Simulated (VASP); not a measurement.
# TiMnC4N4 (P-43m) in VASP: single point with PBE

Aim: the single point of TiMnC4N4 with PBE.

Everything below comes from runs of VASP 6.6.1. Logs are shortened: lines on timing, memory, paths and dates and some standing lists are left out, and cuts for length are marked.

## 1. The cell of the first run

It takes space group P-43m (No. 215, cubic). The conventional cell has a = 5.887 Å, b = 5.887 Å, c = 5.887 Å, α = 90.00°, β = 90.00°, γ = 90.00°. Within 2.6 Å of Ti (site symmetry -43m) lie 4 N at 1.96 Å. Mn (site symmetry -43m) has 4 C at 1.95 Å within 2.6 Å. Within 1.6 Å of C (site symmetry 3m) lie 1 N at 1.19 Å. Within 1.6 Å of N (site symmetry 3m) lie 1 C at 1.19 Å.

## 2. Single point, PBE, collinear spin, ferromagnetic start

INCAR

```
PREC     = Accurate       # precision mode
ENCUT    = 520            # plane-wave cutoff, eV
EDIFF    = 1E-6           # SCF threshold, eV
ISMEAR   = 0              # smearing method
SIGMA    = 0.1            # smearing width, eV
LREAL    = False          # projectors in reciprocal space
LASPH    = True           # aspherical terms in the spheres
NELM     = 150            # most SCF steps
ALGO     = Normal         # electronic algorithm
ISIF     = 2              # what is computed and relaxed
LWAVE    = False          # write WAVECAR
LCHARG   = False          # write CHGCAR
ISPIN    = 2              # spin polarisation
MAGMOM   = -1 -4 0 0 0 0 0 0 0 0 # initial moments
LORBIT   = 11             # projections on sites
LMAXMIX  = 4              # l up to which the mixer works
GGA      = PE             # functional
NBANDS   = 46             # bands
```

KPOINTS

```
Automatic mesh
0
Gamma
  4 4 4
```

POSCAR

```
TiMnC4N4
1.0
    5.8867433129      0.0000000000      0.0000000000
    0.0000000000      5.8867433129      0.0000000000
    0.0000000000      0.0000000000      5.8867433129
Ti Mn C N
1 1 4 4
Direct
    0.5000000000      0.5000000000      0.5000000000
    0.0000000000      0.0000000000      0.0000000000
    0.1910523097      0.1910523097      0.1910523097
    0.1910523097      0.8089476903      0.8089476903
    0.8089476903      0.1910523097      0.8089476903
    0.8089476903      0.8089476903      0.1910523097
    0.3078042195      0.3078042195      0.3078042195
    0.3078042195      0.6921957805      0.6921957805
    0.6921957805      0.3078042195      0.6921957805
    0.6921957805      0.6921957805      0.3078042195
```

Potentials or basis: VASP PAW PBE potentials, release 64 (Ti_sv, Mn_pv, C, N).

Command:

```bash
$ cat potpaw_PBE.64/Ti_sv/POTCAR potpaw_PBE.64/Mn_pv/POTCAR potpaw_PBE.64/C/POTCAR potpaw_PBE.64/N/POTCAR > POTCAR
$ mpirun -np 1 vasp_std > vasp.out
```

OUTCAR:

```text
PREC = Accurate
   ENCUT = 520
   EDIFF = 1E-6
   ISMEAR = 0
   LREAL = False
   LASPH = True
   NELM = 150
   ISIF = 2
   ISPIN = 2
   LORBIT = 11
   GGA = PE

 ion  position               nearest neighbor table
   1  0.500  0.500  0.500-   7 1.96   8 1.96   9 1.96  10 1.96
   2  0.000  0.000  0.000-   3 1.95   4 1.95   5 1.95   6 1.95
   3  0.191  0.191  0.191-   7 1.19   2 1.95
   4  0.191  0.809  0.809-   8 1.19   2 1.95
   5  0.809  0.191  0.809-   9 1.19   2 1.95
   6  0.809  0.809  0.191-  10 1.19   2 1.95
   7  0.308  0.308  0.308-   3 1.19   1 1.96
   8  0.308  0.692  0.692-   4 1.19   1 1.96
   9  0.692  0.308  0.692-   5 1.19   1 1.96
  10  0.692  0.692  0.308-   6 1.19   1 1.96

  LATTYP: Found a simple cubic cell.
 ALAT       =     5.8867433129

  Lattice vectors:

 A1 = (   5.8867433129,   0.0000000000,   0.0000000000)
 A2 = (   0.0000000000,   5.8867433129,   0.0000000000)
 A3 = (   0.0000000000,   0.0000000000,   5.8867433129)

Analysis of symmetry for initial positions (statically):
=====================================================================
 Subroutine PRICEL returns:
 Original cell was already a primitive cell.

 Routine SETGRP: Setting up the symmetry group for a
 simple cubic supercell.

 Subroutine GETGRP returns: Found 24 space group operations
 (whereof 24 operations were pure point group operations)
 out of a pool of 48 trial point group operations.

The static configuration has the point symmetry T_d .

Analysis of symmetry for dynamics (positions and initial velocities):
=====================================================================
 Subroutine PRICEL returns:
 Original cell was already a primitive cell.

 Routine SETGRP: Setting up the symmetry group for a
 simple cubic supercell.

 Subroutine GETGRP returns: Found 24 space group operations
 (whereof 24 operations were pure point group operations)
 out of a pool of 48 trial point group operations.

The dynamic configuration has the point symmetry T_d .

Analysis of structural, dynamic, and magnetic symmetry:
=====================================================================
 Subroutine PRICEL returns:
 Original cell was already a primitive cell.

 Routine SETGRP: Setting up the symmetry group for a
 simple cubic supercell.

 Subroutine GETGRP returns: Found 24 space group operations
 (whereof 24 operations were pure point group operations)
 out of a pool of 48 trial point group operations.

The overall configuration has the point symmetry T_d .

 Subroutine INISYM returns: Found 24 space group operations
 (whereof 24 operations are pure point group operations),
 and found     1 'primitive' translations

----------------------------------------------------------------------------------------

                                     Primitive cell

  volume of cell :     203.9977

  direct lattice vectors                    reciprocal lattice vectors
     5.886743313  0.000000000  0.000000000     0.169873213  0.000000000  0.000000000
     0.000000000  5.886743313  0.000000000     0.000000000  0.169873213  0.000000000
     0.000000000  0.000000000  5.886743313     0.000000000  0.000000000  0.169873213

  length of vectors
     5.886743313  5.886743313  5.886743313     0.169873213  0.169873213  0.169873213

  position of ions in fractional coordinates (direct lattice)
     0.500000000  0.500000000  0.500000000
     0.000000000  0.000000000  0.000000000
     0.191052310  0.191052310  0.191052310
     0.191052310  0.808947690  0.808947690
     0.808947690  0.191052310  0.808947690
     0.808947690  0.808947690  0.191052310
     0.307804219  0.307804219  0.307804219
     0.307804219  0.692195781  0.692195781
     0.692195781  0.307804219  0.692195781
[... 54 lines left out ...]
   number of dos      NEDOS =    301   number of ions     NIONS =     10
   total plane-waves  NPLWV = 110592
   dimension x,y,z NGX =    48 NGY =   48 NGZ =   48
   dimension x,y,z NGXF=    96 NGYF=   96 NGZF=   96
   ions per type =               1   1   4   4
   NGX,Y,Z   is equivalent  to a cutoff of  13.56, 13.56, 13.56 a.u.
   NGXF,Y,Z  is equivalent  to a cutoff of  27.11, 27.11, 27.11 a.u.
 SYSTEM =  unknown system
   PREC   = accura    normal or accurate (medium, high low for compatibility)
   ISTART =      0    job   : 0-new  1-cont  2-samecut
   ICHARG =      2    charge: 1-file 2-atom 10-const
   ISPIN  =      2    spin polarized calculation?
   LNONCOLLINEAR =      F non collinear calculations
   LSORBIT =      F    spin-orbit coupling
   LASPH  =      T    aspherical Exc in radial PAW
   ENCUT  =  520.0 eV  38.22 Ry    6.18 a.u.  10.95 10.95 10.95*2*pi/ulx,y,z
   NELM   =    150;   NELMIN=  2; NELMDL= -5     # of ELM steps
   EDIFF  = 0.1E-05   stopping-criterion for ELM
   LREAL  =      F    real-space projection
   EDIFFG = 0.1E-04   stopping-criterion for IOM
   NSW    =      0    number of steps for IOM
   IBRION =     -1    ionic relax: 0-MD 1-quasi-New 2-CG
   NFREE  =      0    steps in history (QN), initial steepest desc. (CG)
   ISIF   =      2    stress and relaxation
   ISYM   =      2    0-nonsym 1-usesym 2-fastsym
   POTIM  = 0.5000    time-step for ionic-motion
   TEBEG  =    0.0;   TEEND  =   0.0 temperature during run
   PSTRESS=    0.0 pullay stress
   NELECT =      61.0000    total number of electrons
   NUPDOWN=      -1.0000    fix difference up-down
   EMIN   =  10.00;   EMAX   =-10.00  energy-range for DOS
   EFERMI =   0.00;   METHOD = LEGACY
   ISMEAR =     0;   SIGMA  =   0.10  broadening in eV -4-tet -1-fermi 0-gaus
   EFERMI_NEDOS =   21; number of points for ismear=-14 and -15
   IALGO  =     38    algorithm
   IMIX   =      4    mixing-type and parameters
     AMIX     =   0.40;   BMIX     =  1.00
     AMIX_MAG =   1.60;   BMIX_MAG =  1.00
  volume/ion in A,a.u.               =      20.40       137.66
  Fermi-wavevector in a.u.,A,eV,Ry     =   1.094737  2.068752 16.305881  1.198448
  Thomas-Fermi vector in A             =   2.231047
   LORBIT       =     11    0 simple, 1 ext, 2 COOP (PROOUT), +10 PAW based schemes
   GGA     = PE    functional components
   LHFCALC =     F    Hartree Fock is set to
   AEXX    =    0.0000 exact exchange contribution
   IVDW    =     0    specifies the selected vdW correction
   LEPSILON=     F    determine dielectric tensor
   LRPA    =     F    only Hartree local field effects (RPA)
 spin polarized calculation
 Gauss-broadening in eV      SIGMA  =   0.10
  energy-cutoff  :      520.00
  volume of cell :      204.00
 maximum number of plane-waves:      5520
 NGX is ok and might be reduce to    48
   NGX = 21   NGY = 21   NGZ = 21

 number of electron      60.9999995 magnetization      -2.9999973

 Free energy of the ion-electron system (eV)
  ---------------------------------------------------
  ext. energy  EPLUGINS =         0.00000000
  ---------------------------------------------------
  free energy    TOTEN  =       -85.80993581 eV

  energy without entropy =      -85.79926643  energy(sigma->0) =      -85.80460112

 E-fermi :   0.2086     XC(G=0):  -7.2659

 val. band max:        0.1641729419   @ k =   0.5000   0.2500   0.0000
 cond. band min:       0.2482017480   @ k =   0.5000   0.2500   0.0000
 fundamental gap:      0.0840288061
 Fermi energy:         0.2085842351

 spin component 1

 k-point     1 :       0.0000    0.0000    0.0000
  band No.  band energies     occupation
      1     -57.8838      1.00000
      2     -46.2046      1.00000
      3     -46.2046      1.00000
      4     -46.2046      1.00000
      5     -34.1706      1.00000
      6     -34.1706      1.00000
[... 439 lines left out ...]
     41       5.1567      0.00000
     42       5.1567      0.00000
 Fermi energy:         0.2085842351

 spin component 2

 k-point     1 :       0.0000    0.0000    0.0000
  band No.  band energies     occupation
      1     -57.2567      1.00000
      2     -49.4165      1.00000
      3     -49.4165      1.00000
      4     -49.4165      1.00000
      5     -33.5471      1.00000
      6     -33.5471      1.00000
[... 439 lines left out ...]
     41       4.6098      0.00000
     42       4.6098      0.00000
 [bands above 42 left out]

------------------------ aborting loop because EDIFF is reached ----------------------------------------

  FORCE on cell =-STRESS in cart. coord.  units (eV):
  Direction    XX          YY          ZZ          XY          YZ          ZX
  --------------------------------------------------------------------------------------
  -------------------------------------------------------------------------------------
  Total        0.1243928      0.1243928      0.1243928      0.0000000     -0.0000000      0.0000000
  in kB        0.9769687      0.9769687      0.9769687      0.0000000     -0.0000000      0.0000000
  external PRESSURE =       0.9769687 kB  Pullay stress =       0.0000000 kB

 VOLUME and BASIS-vectors are now :
 -----------------------------------------------------------------------------
  energy-cutoff  :      520.00
  volume of cell :      204.00
      direct lattice vectors                 reciprocal lattice vectors
     5.886743313  0.000000000  0.000000000     0.169873213  0.000000000  0.000000000
     0.000000000  5.886743313  0.000000000     0.000000000  0.169873213  0.000000000
     0.000000000  0.000000000  5.886743313     0.000000000  0.000000000  0.169873213

 POSITION                                       TOTAL-FORCE (eV/Angst)
 -----------------------------------------------------------------------------------
      2.94337      2.94337      2.94337         0.000000      0.000000      0.000000
      0.00000      0.00000      0.00000         0.000000      0.000000     -0.000000
      1.12468      1.12468      1.12468        -0.148845     -0.148845     -0.148845
      1.12468      4.76207      4.76207        -0.148845      0.148845      0.148845
      4.76207      1.12468      4.76207         0.148845     -0.148845      0.148845
      4.76207      4.76207      1.12468         0.148845      0.148845     -0.148845
      1.81196      1.81196      1.81196         0.140239      0.140239      0.140239
      1.81196      4.07478      4.07478         0.140239     -0.140239     -0.140239
      4.07478      1.81196      4.07478        -0.140239      0.140239     -0.140239
      4.07478      4.07478      1.81196        -0.140239     -0.140239      0.140239
 -----------------------------------------------------------------------------------
    total drift:                                0.000000      0.000000      0.000000

  FREE ENERGIE OF THE ION-ELECTRON SYSTEM (eV)
  ---------------------------------------------------
  free  energy   TOTEN  =       -85.8099358098 eV

  energy  without entropy=      -85.7992664318  energy(sigma->0) =      -85.80460112

 total charge

# of ion       s       p       d       tot
------------------------------------------
    1        2.209   6.195   1.892  10.297
    2        0.359   6.439   5.006  11.803
    3        0.963   1.575   0.000   2.539
    4        0.963   1.575   0.000   2.539
    5        0.963   1.575   0.000   2.539
    6        0.963   1.575   0.000   2.539
    7        1.298   2.619   0.000   3.917
    8        1.298   2.619   0.000   3.917
    9        1.298   2.619   0.000   3.917
   10        1.298   2.619   0.000   3.917
--------------------------------------------------
tot         11.614  29.410   6.898  47.923

 magnetization (x)

# of ion       s       p       d       tot
------------------------------------------
    1        0.006   0.003   0.627   0.636
    2       -0.019  -0.116  -2.925  -3.060
    3        0.005   0.056   0.000   0.062
    4        0.005   0.056   0.000   0.062
    5        0.005   0.056   0.000   0.062
    6        0.005   0.056   0.000   0.062
    7       -0.006  -0.095   0.000  -0.102
    8       -0.006  -0.095   0.000  -0.102
    9       -0.006  -0.095   0.000  -0.102
   10       -0.006  -0.095   0.000  -0.102
--------------------------------------------------
tot         -0.018  -0.269  -2.297  -2.584
```

It took 4.2 min on 1 thread of Intel Xeon Platinum 8559C (Emerald Rapids), shared host; peak memory 0.49 GiB.

What came out:

* Free energy: -85.8099 eV
* Pressure: 0.1 GPa
* Largest force: 0.258 eV/Å
* Band gap on the k mesh: 0.08 eV
* Net moment: -3.00 μB per cell
* Site moments: Ti +0.64; Mn -3.06; C +0.06; N -0.10 μB
* Valence electrons inside the program's atomic spheres: Ti 10.30; Mn 11.80; C 2.54; N 3.92

Forces on the atoms (eV/Å):
```
Ti   0.000  0.000  0.000
Mn   0.000  0.000  0.000
C   -0.149 -0.149 -0.149
C   -0.149  0.149  0.149
C    0.149 -0.149  0.149
C    0.149  0.149 -0.149
N    0.140  0.140  0.140
N    0.140 -0.140 -0.140
N   -0.140  0.140 -0.140
N   -0.140 -0.140  0.140
```

Levels at points of the mesh, in eV from the valence-band top:
Spin up:
| k point | band 27 | band 28 | band 29 | band 30 | band 31 | band 32 |
| --- | --- | --- | --- | --- | --- | --- |
| (0.00, 0.00, 0.00) | -4.18 | -0.61 | -0.61 | 0.42 | 0.42 | 0.42 |
| (0.50, 0.00, 0.00) | -4.26 | -0.32 | -0.05 | 0.28 | 0.37 | 0.71 |
| (0.50, 0.50, 0.00) | -4.26 | -0.23 | -0.06 | 0.25 | 0.35 | 0.98 |
| (0.50, 0.50, 0.50) | -4.05 | -0.58 | -0.58 | 0.78 | 0.78 | 0.78 |
Spin down:
```csv
k point,band 28,band 29,band 30,band 31,band 32,band 33,band 34,band 35,band 36,band 37
"(0.00, 0.00, 0.00)",-2.11,-2.11,-0.94,-0.94,-0.94,1.14,1.14,1.58,1.58,1.58
"(0.50, 0.00, 0.00)",-2.04,-1.86,-1.08,-0.86,-0.86,1.06,1.23,1.84,1.87,1.87
"(0.50, 0.50, 0.00)",-2.02,-1.87,-1.00,-0.79,-0.79,1.02,1.25,1.82,1.90,1.90
"(0.50, 0.50, 0.50)",-2.11,-2.11,-0.80,-0.80,-0.80,1.19,1.19,1.77,1.77,1.77
```

Caveat: a cell with one magnetic atom can't hold antiferromagnetic order, which such compounds often take. A k mesh can miss the band edges.
